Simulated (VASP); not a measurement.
# GaO (P-6m2) in VASP: relaxation of cell and atoms with PBE

Aim: the relaxation of cell and atoms of GaO with PBE.

Program: VASP 6.6.1. These are calculated values, not measurements. Logs are shortened: lines on timing, memory, paths and dates and some standing lists are left out, and cuts for length are marked.

## Step 1: The cell of the first run

Symmetry: P-6m2, No. 187, hexagonal system. The conventional cell has a = 3.101 Å, b = 3.101 Å, c = 14.550 Å, α = 90.00°, β = 90.00°, γ = 120.00°. Ga (site symmetry 3m) has 3 O at 1.93 Å and 1 Ga at 2.50 Å within 2.6 Å. Within 2.6 Å of Ga (site symmetry 3m) lie 3 O at 1.93 Å and 1 Ga at 2.50 Å. Within 2.6 Å of O (site symmetry 3m) lie 3 Ga at 1.93 Å. Within 2.6 Å of O (site symmetry 3m) lie 3 Ga at 1.93 Å.

## Step 2: Relaxation of cell and atoms, PBE

Input file INCAR:

```
SYSTEM = GaO
PREC = Accurate
ENCUT = 600
EDIFF = 1E-7
ISMEAR = 0
SIGMA = 0.01
LREAL = .False.
LASPH = .True.
NELM = 80
ALGO = Normal
ISIF = 3
LWAVE = .False.
LCHARG = .False.
GGA = PE
IBRION = 2
NSW = 80
EDIFFG = -0.001
```

Input file KPOINTS:

```
Automatic mesh
0
Gamma
  12 12 2
  0 0 0
```

Input file POSCAR:

```
GaO
1.0
    3.1012484783      0.0000000000      0.0000000000
   -1.5506242391      2.6857599656      0.0000000000
    0.0000000000      0.0000000000     14.5498781676
Ga O
4 4
Direct
    0.3333333333      0.6666666667      0.4139320320
    0.3333333333      0.6666666667      0.5860679680
    0.0000000000      0.0000000000      0.0860689722
    0.0000000000      0.0000000000      0.9139310278
    0.6666666667      0.3333333333      0.1363053271
    0.6666666667      0.3333333333      0.8636946729
    0.0000000000      0.0000000000      0.3636648505
    0.0000000000      0.0000000000      0.6363351495
```

Potentials or basis: VASP PAW PBE potentials, release 64 (Ga_d, O).

Launch:

```
$ cat potpaw_PBE.64/Ga_d/POTCAR potpaw_PBE.64/O/POTCAR > POTCAR
$ mpirun -np 1 vasp_std > vasp.out
```

OUTCAR:

```text
SYSTEM = GaO
   PREC = Accurate
   ENCUT = 600
   EDIFF = 1E-7
   ISMEAR = 0
   LREAL = .False.
   LASPH = .True.
   NELM = 80
   ISIF = 3
   GGA = PE
   IBRION = 2
   NSW = 80
   EDIFFG = -0.001

 ion  position               nearest neighbor table
   1  0.333  0.667  0.414-   7 1.93   7 1.93   7 1.93   2 2.50
   2  0.333  0.667  0.586-   8 1.93   8 1.93   8 1.93   1 2.50
   3  0.000  0.000  0.086-   5 1.93   5 1.93   5 1.93   4 2.50
   4  0.000  0.000  0.914-   6 1.93   6 1.93   6 1.93   3 2.50
   5  0.667  0.333  0.136-   3 1.93   3 1.93   3 1.93
   6  0.667  0.333  0.864-   4 1.93   4 1.93   4 1.93
   7  0.000  0.000  0.364-   1 1.93   1 1.93   1 1.93
   8  0.000  0.000  0.636-   2 1.93   2 1.93   2 1.93

  LATTYP: Found a hexagonal cell.
 ALAT       =     3.1012484783
 C/A-ratio  =     4.6916196072

  Lattice vectors:

 A1 = (   3.1012484783,   0.0000000000,   0.0000000000)
 A2 = (  -1.5506242391,   2.6857599656,   0.0000000000)
 A3 = (   0.0000000000,   0.0000000000,  14.5498781676)

Analysis of symmetry for initial positions (statically):
=====================================================================
 Subroutine PRICEL returns:
 Original cell was already a primitive cell.

 Routine SETGRP: Setting up the symmetry group for a
 hexagonal supercell.

 Subroutine GETGRP returns: Found 12 space group operations
 (whereof 12 operations were pure point group operations)
 out of a pool of 24 trial point group operations.

The static configuration has the point symmetry D_3h.

Analysis of symmetry for dynamics (positions and initial velocities):
=====================================================================
 Subroutine PRICEL returns:
 Original cell was already a primitive cell.

 Routine SETGRP: Setting up the symmetry group for a
 hexagonal supercell.

 Subroutine GETGRP returns: Found 12 space group operations
 (whereof 12 operations were pure point group operations)
 out of a pool of 24 trial point group operations.

The dynamic configuration has the point symmetry D_3h.

 Subroutine INISYM returns: Found 12 space group operations
 (whereof 12 operations are pure point group operations),
 and found     1 'primitive' translations

----------------------------------------------------------------------------------------

                                     Primitive cell

  volume of cell :     121.1890

  direct lattice vectors                    reciprocal lattice vectors
     3.101248478  0.000000000  0.000000000     0.322450783  0.186167046  0.000000000
    -1.550624239  2.685759966  0.000000000     0.000000000  0.372334093  0.000000000
     0.000000000  0.000000000 14.549878168     0.000000000  0.000000000  0.068729098

  length of vectors
     3.101248478  3.101248478 14.549878168     0.372334093  0.372334093  0.068729098

  position of ions in fractional coordinates (direct lattice)
     0.333333333  0.666666667  0.413932032
     0.333333333  0.666666667  0.586067968
     0.000000000  0.000000000  0.086068972
     0.000000000  0.000000000  0.913931028
     0.666666667  0.333333333  0.136305327
     0.666666667  0.333333333  0.863694673
     0.000000000  0.000000000  0.363664851
     0.000000000  0.000000000  0.636335149

  ion indices of the primitive-cell ions
   primitive index   ion index
                 1           1
                 2           2
                 3           3
                 4           4
                 5           5
                 6           6
                 7           7
                 8           8

----------------------------------------------------------------------------------------

 KPOINTS: Automatic mesh

Automatic generation of k-mesh.
 Grid dimensions read from file:
 generate k-points for:   12   12    2

 Generating k-lattice:

  Cartesian coordinates                     Fractional coordinates (reciprocal lattice)
     0.026870899  0.015513921  0.000000000     0.083333333  0.000000000  0.000000000
     0.000000000  0.031027841  0.000000000     0.000000000  0.083333333  0.000000000
     0.000000000  0.000000000  0.034364549     0.000000000  0.000000000  0.500000000

  Length of vectors
     0.031027841  0.031027841  0.034364549

  Shift w.r.t. Gamma in fractional coordinates (k-lattice)
     0.000000000  0.000000000  0.000000000

 Subroutine IBZKPT returns following result:
 ===========================================

 Found     38 irreducible k-points:

 Following reciprocal coordinates:
            Coordinates               Weight
  0.000000  0.000000  0.000000      1.000000
  0.083333  0.000000  0.000000      6.000000
  0.166667  0.000000  0.000000      6.000000
  0.250000  0.000000  0.000000      6.000000
  0.333333  0.000000  0.000000      6.000000
  0.416667  0.000000  0.000000      6.000000
[... 16 lines left out ...]
  0.250000  0.000000  0.500000      6.000000
  0.333333  0.000000  0.500000      6.000000
 [... further k-points ...]
   k-points           NKPTS =     38   k-points in BZ     NKDIM =     38   number of bands    NBANDS=     45
   number of dos      NEDOS =    301   number of ions     NIONS =      8
   total plane-waves  NPLWV =  94080
   dimension x,y,z NGX =    28 NGY =   28 NGZ =  120
   dimension x,y,z NGXF=    56 NGYF=   56 NGZF=  240
   ions per type =               4   4
   NGX,Y,Z   is equivalent  to a cutoff of  15.01, 15.01, 13.71 a.u.
   NGXF,Y,Z  is equivalent  to a cutoff of  30.02, 30.02, 27.42 a.u.
 SYSTEM =  GaO
   PREC   = accura    normal or accurate (medium, high low for compatibility)
   ISTART =      0    job   : 0-new  1-cont  2-samecut
   ICHARG =      2    charge: 1-file 2-atom 10-const
   ISPIN  =      1    spin polarized calculation?
   LNONCOLLINEAR =      F non collinear calculations
   LSORBIT =      F    spin-orbit coupling
   LASPH  =      T    aspherical Exc in radial PAW
   ENCUT  =  600.0 eV  44.10 Ry    6.64 a.u.   6.19  6.19 29.06*2*pi/ulx,y,z
   NELM   =     80;   NELMIN=  2; NELMDL= -5     # of ELM steps
   EDIFF  = 0.1E-06   stopping-criterion for ELM
   LREAL  =      F    real-space projection
   EDIFFG = -.1E-02   stopping-criterion for IOM
   NSW    =     80    number of steps for IOM
   IBRION =      2    ionic relax: 0-MD 1-quasi-New 2-CG
   NFREE  =      1    steps in history (QN), initial steepest desc. (CG)
   ISIF   =      3    stress and relaxation
   ISYM   =      2    0-nonsym 1-usesym 2-fastsym
   POTIM  = 0.5000    time-step for ionic-motion
   TEBEG  =    0.0;   TEEND  =   0.0 temperature during run
   PSTRESS=    0.0 pullay stress
   NELECT =      76.0000    total number of electrons
   NUPDOWN=      -1.0000    fix difference up-down
   EMIN   =  10.00;   EMAX   =-10.00  energy-range for DOS
   EFERMI =   0.00;   METHOD = LEGACY
   ISMEAR =     0;   SIGMA  =   0.01  broadening in eV -4-tet -1-fermi 0-gaus
   EFERMI_NEDOS =   21; number of points for ismear=-14 and -15
   IALGO  =     38    algorithm
   IMIX   =      4    mixing-type and parameters
     AMIX     =   0.40;   BMIX     =  1.00
     AMIX_MAG =   1.60;   BMIX_MAG =  1.00
  volume/ion in A,a.u.               =      15.15       102.23
  Fermi-wavevector in a.u.,A,eV,Ry     =   1.401280  2.648036 26.716213  1.963586
  Thomas-Fermi vector in A             =   2.524157
   LORBIT       =      0    0 simple, 1 ext, 2 COOP (PROOUT), +10 PAW based schemes
   GGA     = PE    functional components
   LHFCALC =     F    Hartree Fock is set to
   AEXX    =    0.0000 exact exchange contribution
   IVDW    =     0    specifies the selected vdW correction
   LEPSILON=     F    determine dielectric tensor
   LRPA    =     F    only Hartree local field effects (RPA)
 conjugate gradient relaxation of ions
 non-spin polarized calculation
 Gauss-broadening in eV      SIGMA  =   0.01
  energy-cutoff  :      600.00
  volume of cell :      121.19
 maximum number of plane-waves:      4078
 NGX is ok and might be reduce to    28
   NGX = 13   NGY = 13   NGZ = 59

--------------------------------------- Ionic step        1  -------------------------------------------

 number of electron      76.0000002 magnetization

 Free energy of the ion-electron system (eV)
  ---------------------------------------------------
  ext. energy  EPLUGINS =         0.00000000
  ---------------------------------------------------
  free energy    TOTEN  =       -42.95359911 eV

  energy without entropy =      -42.95359911  energy(sigma->0) =      -42.95359911

------------------------ aborting loop because EDIFF is reached ----------------------------------------

  FORCE on cell =-STRESS in cart. coord.  units (eV):
  Direction    XX          YY          ZZ          XY          YZ          ZX
  --------------------------------------------------------------------------------------
  -------------------------------------------------------------------------------------
  Total        0.3032582      0.3032582     -0.0071745      0.0000000     -0.0000000      0.0000000
  in kB        4.0092210      4.0092210     -0.0948499      0.0000000     -0.0000000      0.0000000
  external PRESSURE =       2.6411974 kB  Pullay stress =       0.0000000 kB
[... 107 lines left out ...]
  FREE ENERGIE OF THE ION-ELECTRON SYSTEM (eV)
  ---------------------------------------------------
  free  energy   TOTEN  =       -42.9540656827 eV

  energy  without entropy=      -42.9540656827  energy(sigma->0) =      -42.95406568

 E-fermi :   2.4392     XC(G=0):  -9.9719

 val. band max:        2.3605279214   @ k =   0.1667   0.1667   0.0000
 cond. band min:       3.5563910248   @ k =   0.0000   0.0000   0.0000
 fundamental gap:      1.1958631033
 Fermi energy:         2.4392345065

 k-point     1 :       0.0000    0.0000    0.0000
  band No.  band energies     occupation
      1     -16.3062      2.00000
      2     -16.2414      2.00000
      3     -16.2389      2.00000
      4     -16.1730      2.00000
      5     -11.3536      2.00000
      6     -11.3536      2.00000
[... 1141 lines left out ...]
     44       9.8427      0.00000
     45      10.1648      0.00000

 [... further k-points ...]

 E-fermi :   2.5008     XC(G=0): -10.0097

 val. band max:        2.4129255894   @ k =   0.1667   0.1667   0.0000
 cond. band min:       3.6109155918   @ k =   0.0000   0.0000   0.0000
 fundamental gap:      1.1979900024
 Fermi energy:         2.5007616239

 k-point     1 :       0.0000    0.0000    0.0000
  band No.  band energies     occupation
      1     -16.2715      2.00000
      2     -16.2043      2.00000
      3     -16.2023      2.00000
      4     -16.1339      2.00000
      5     -11.3031      2.00000
      6     -11.3031      2.00000
[... 1141 lines left out ...]
     44       9.9075      0.00000
     45      10.2300      0.00000

 [... further k-points ...]

[... ionic steps 4 to 31 ...]

--------------------------------------- Ionic step       32  -------------------------------------------

 number of electron      76.0000014 magnetization

------------------------ aborting loop because EDIFF is reached ----------------------------------------

  FORCE on cell =-STRESS in cart. coord.  units (eV):
  Direction    XX          YY          ZZ          XY          YZ          ZX
  --------------------------------------------------------------------------------------
  -------------------------------------------------------------------------------------
  Total       -0.0026082     -0.0026082     -0.0011818     -0.0000000     -0.0000000      0.0000000
  in kB       -0.0355780     -0.0355780     -0.0161205     -0.0000000     -0.0000000      0.0000000
  external PRESSURE =      -0.0290922 kB  Pullay stress =       0.0000000 kB
[... 69 lines left out ...]
  energy  without entropy=      -42.9570395296  energy(sigma->0) =      -42.95703953

--------------------------------------- Ionic step       34  -------------------------------------------

 number of electron      76.0000014 magnetization

 Free energy of the ion-electron system (eV)
  ---------------------------------------------------
  ext. energy  EPLUGINS =         0.00000000
  ---------------------------------------------------
  free energy    TOTEN  =       -42.95703970 eV

  energy without entropy =      -42.95703970  energy(sigma->0) =      -42.95703970

 E-fermi :   2.5458     XC(G=0): -10.0368

 val. band max:        2.4403216863   @ k =   0.1667   0.0833   0.0000
 cond. band min:       3.6465031771   @ k =   0.0000   0.0000   0.0000
 fundamental gap:      1.2061814908
 Fermi energy:         2.5457698091

 k-point     1 :       0.0000    0.0000    0.0000
  band No.  band energies     occupation
      1     -16.2406      2.00000
      2     -16.1737      2.00000
      3     -16.1679      2.00000
      4     -16.0998      2.00000
      5     -11.2724      2.00000
      6     -11.2724      2.00000
[... 1141 lines left out ...]
     44       9.9487      0.00000
     45      10.2703      0.00000

 [... further k-points ...]

------------------------ aborting loop because EDIFF is reached ----------------------------------------

  FORCE on cell =-STRESS in cart. coord.  units (eV):
  Direction    XX          YY          ZZ          XY          YZ          ZX
  --------------------------------------------------------------------------------------
  -------------------------------------------------------------------------------------
  Total       -0.0014469     -0.0014469      0.0002764     -0.0000000      0.0000000      0.0000000
  in kB       -0.0197375     -0.0197375      0.0037704     -0.0000000      0.0000000      0.0000000
  external PRESSURE =      -0.0119015 kB  Pullay stress =       0.0000000 kB
[... 23 lines left out ...]
  FREE ENERGIE OF THE ION-ELECTRON SYSTEM (eV)
  ---------------------------------------------------
  free  energy   TOTEN  =       -42.9570396993 eV

  energy  without entropy=      -42.9570396993  energy(sigma->0) =      -42.95703970

 reached required accuracy - stopping structural energy minimisation
```

Run time: 44 min. Hardware: 1 thread of Intel Xeon 6975P-C (Granite Rapids), shared host; peak memory 0.44 GiB.

What came out:

```yaml
Free_energy: -42.9570 eV
Relaxed_volume: 14.68 Å³/atom
Relaxed_cell: a = 3.105 Å, b = 3.105 Å, c = 14.065 Å, α = 90.00°, β = 90.00°, γ = 120.00°
Space_group_after_relaxing_to_0.1_Å: P-6m2 (No. 187)
Energy_gained_by_relaxing: 0.4 meV/atom
Ionic_steps: 34
Pressure_after_relaxing: 0.0 GPa
Band_gap_on_the_k_mesh: 1.21 eV (least direct gap 1.40 eV)
```

The path:
```csv
step,energy change (eV),largest force (eV/Å),pressure (GPa),volume (Å³)
1,0.0000,0.0468,0.26,121.19
2,0.0000,0.0604,-0.31,121.63
3,-0.0005,0.0092,-0.03,121.41
4,-0.0005,0.0078,-0.02,121.40
5,-0.0005,0.0096,-0.02,121.37
6,-0.0006,0.0146,-0.01,121.29
7,-0.0008,0.0244,0.00,121.11
8,-0.0008,0.0439,0.02,120.76
9,-0.0008,0.0375,0.02,120.87
10,-0.0008,0.0375,0.01,120.86
11,-0.0009,0.0371,0.00,120.83
12,-0.0010,0.0363,-0.01,120.77
13,-0.0012,0.0348,-0.03,120.64
14,-0.0015,0.0312,-0.07,120.38
15,-0.0021,0.0245,-0.15,119.87
16,-0.0025,0.0113,-0.31,118.83
17,-0.0028,0.0154,-0.24,118.60
18,-0.0032,0.0270,-0.02,117.91
19,-0.0033,0.0329,0.05,117.67
20,-0.0034,0.0203,0.02,117.58
21,-0.0034,0.0093,-0.04,117.39
22,-0.0034,0.0077,0.00,117.41
23,-0.0034,0.0088,0.03,117.49
24,-0.0034,0.0039,0.00,117.45
25,-0.0034,0.0045,0.02,117.43
26,-0.0034,0.0029,0.01,117.44
27,-0.0034,0.0027,0.00,117.44
28,-0.0034,0.0027,0.01,117.44
29,-0.0034,0.0026,0.01,117.44
30,-0.0034,0.0054,0.02,117.44
31,-0.0034,0.0028,0.01,117.44
32,-0.0034,0.0012,0.00,117.46
33,-0.0034,0.0015,0.00,117.46
34,-0.0034,0.0009,0.00,117.46
```

Final structure:
```xyz
8
Lattice="3.1053 0.0000 0.0000 -1.5527 2.6893 0.0000 0.0000 0.0000 14.0646" Properties=species:S:1:pos:R:3 pbc="T T T"
Ga    0.0000    1.7929    5.7806
Ga    0.0000    1.7929    8.2840
Ga    0.0000    0.0000    1.2517
Ga    0.0000    0.0000   12.8129
O     1.5527    0.8964    1.9832
O     1.5527    0.8964   12.0813
O     0.0000    0.0000    5.0481
O     0.0000    0.0000    9.0165
```

Levels at points of the mesh, in eV from the valence-band top:
```tsv
k point	band 35	band 36	band 37	band 38	band 39	band 40	band 41	band 42
(0.00, 0.00, 0.00)	-1.97	-1.97	-1.03	-0.19	1.21	1.95	4.35	4.75
(0.50, 0.00, 0.00)	-2.34	-2.18	-0.37	-0.28	2.76	2.91	5.30	5.40
(0.00, 0.00, 0.50)	-1.97	-1.97	-0.66	-0.61	1.59	1.64	4.53	4.58
(0.50, 0.00, 0.50)	-2.28	-2.24	-0.34	-0.30	2.80	2.86	5.34	5.38
```

A k mesh can miss the band edges.
